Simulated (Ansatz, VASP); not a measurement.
Cu in VASP and in Ansatz

```xyz
2
Lattice="4.1589 0.0000 0.0000 -3.4449 2.3300 0.0000 0.0000 0.0000 2.4755" Properties=species:S:1:pos:R:3 pbc="T T T"
Cu   -2.4270    2.0181    0.6189
Cu    3.1410    0.3119    1.8566
```

Alike in both runs: task single point; functional LDA; k mesh 13 × 13 × 12; no spin polarisation.

|  | VASP | Ansatz |
| --- | --- | --- |
| version | VASP 6.6.1 | Ansatz 0.2.0 |
| potentials or method | VASP PAW LDA potentials, release 64 (Cu) | plane waves, PAW |
| plane-wave cutoff (eV) | 600 | 420 |
| occupations | methfessel-paxton of order 1, width 0.1 eV | cold |
| valence electrons in the cell | 22 | 38 |

Ansatz gave:

| Item | Value |
| --- | --- |
| gap on the k mesh at the Fermi level (eV) | none |
| pressure (GPa) | -7.6 |
| traceless stress, the component that is largest in VASP (GPa) | -0.43 |
| rms of the force components (eV/Å) | 0.030 |

Q: Which values does VASP return?

A: gap on the k mesh at the Fermi level (eV): none; pressure (GPa): -6.8; traceless stress, the component that is largest in VASP (GPa): -0.44; rms of the force components (eV/Å): 0.028.

LDA's correlation is that of Perdew and Zunger in VASP and of Perdew and Wang (1992) in Ansatz. Atom by atom the forces differ by 0.002 eV/Å (rms over components). A gap of «none» marks a metal or a gap that the smearing closes. VASP's potentials hold 22 valence electrons a cell and Ansatz's 38, so a difference there can come from the potentials and not from the codes.
